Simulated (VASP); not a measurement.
# Mg: relaxation of cell and atoms with PBE

The system is Mg.

```
Mg
1.0
     5.06646    0.00000    0.00000
    -2.53323    4.38769    0.00000
     0.00000    0.00000    3.12340
Mg
3
Direct
  0.33333 0.66667 0.50000
  0.00000 0.00000 0.00000
  0.66667 0.33333 0.50000
```

This isn't the form of Mg at room conditions, which is hcp.

- Program: VASP 6.6.1
- Task: relaxation of cell and atoms
- Functional: PBE
- Potentials or basis: VASP PAW PBE potentials, release 64 (Mg)
- Cutoff: 600 eV
- k mesh: 6 × 6 × 6
- Occupations: gaussian, width 0.1 eV
- Spin: no spin polarisation
- Dipole correction: no
- Further INCAR settings: ALGO = Normal; EDIFF = 1e-06; IBRION = 2; EDIFFG = -0.04; NSW = 90; ISIF = 3

```yaml
Relaxed_volume: 23.25 Å³/atom
Relaxed_cell: a = 5.133 Å, b = 5.133 Å, c = 3.057 Å, α = 90.00°, β = 90.00°, γ = 120.00°
Space_group_after_relaxing_to_0.1_Å: P6/mmm (No. 191)
Energy_gained_by_relaxing: 5.8 meV/atom
Ionic_steps: 3
Pressure_after_relaxing: -0.1 GPa
Band_gap_on_the_k_mesh: zero (bands 3 and 4 overlap by 4.59 eV)
```

Stress tensor (GPa, compression positive):
```
-0.01  0.00  0.00
 0.00 -0.01  0.00
 0.00  0.00 -0.21
```

The path:
```csv
step,energy change (eV),largest force (eV/Å),pressure (GPa),volume (Å³)
1,0.0000,0.0000,0.15,69.43
2,-0.0147,0.0000,-0.02,69.65
3,-0.0173,0.0000,-0.08,69.75
```

Final structure:
```
Mg
1.0
     5.13274    0.00000    0.00000
    -2.56637    4.44508    0.00000
     0.00000    0.00000    3.05731
Mg
3
Direct
  0.33333 0.66667 0.50000
  0.00000 0.00000 0.00000
  0.66667 0.33333 0.50000
```

Levels at points of the mesh, in eV from the Fermi level:
| k point | band 1 | band 2 | band 3 | band 4 | band 5 | band 6 |
| --- | --- | --- | --- | --- | --- | --- |
| (0.00, 0.00, 0.00) | -6.97 | 0.09 | 0.09 | 0.14 | 0.14 | 1.11 |
| (0.50, 0.00, 0.00) | -5.08 | -5.07 | -1.63 | -1.12 | 5.34 | 5.45 |
| (0.00, 0.00, 0.50) | -3.14 | -2.89 | 3.47 | 3.47 | 3.60 | 3.60 |
| (0.50, 0.00, 0.50) | -1.50 | -1.27 | -1.09 | -0.90 | 1.82 | 2.36 |

Run time: 40 s on 1 thread of Intel Xeon 8259CL (shared host), peak memory 0.21 GiB.
